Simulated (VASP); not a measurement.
The system is AgBr.

```
CELL_PARAMETERS angstrom
2.87015 2.87015 0.00000
-2.87015 2.87015 0.00000
0.00000 2.87015 2.87015
ATOMIC_POSITIONS crystal
Ag 0.00000 0.00000 0.00000
Br 0.50000 0.50000 0.00000
```

```yaml
Program: VASP 6.6.1
Task: relaxation of cell and atoms
Functional: PBEsol
Potentials_or_basis: VASP PAW PBE potentials, release 64 (Ag, Br)
Cutoff: 500 eV
k_mesh: 12 × 12 × 12
Occupations: fermi-dirac, width 0.1 eV
Spin: no spin polarisation
```

At the start: pressure -1.7 GPa; volume 23.64 Å³/atom.

**Question.** How do energy, volume and symmetry change on relaxing?

**Answer.** Over 3 steps the energy falls by 4.5 meV/atom and the volume is 22.82 Å³/atom (-3.5 %); space group Fm-3m (No. 225, to 0.1 Å) before and after.

The path:
```tsv
step	energy change (eV)	largest force (eV/Å)	pressure (GPa)	volume (Å³)
1	0.0000	0.0000	-1.69	47.29
2	-0.0090	0.0000	0.04	45.61
3	-0.0090	0.0000	0.00	45.64
```

Final structure:
```
Ag Br
1.0
     2.83638    2.83638    0.00000
    -2.83638    2.83638    0.00000
     0.00000    2.83638    2.83638
Ag Br
1 1
Direct
  0.00000 0.00000 0.00000
  0.50000 0.50000 0.00000
```

Caveat: the PAW data sets were made with another functional, which shifts forces and pressure a little.
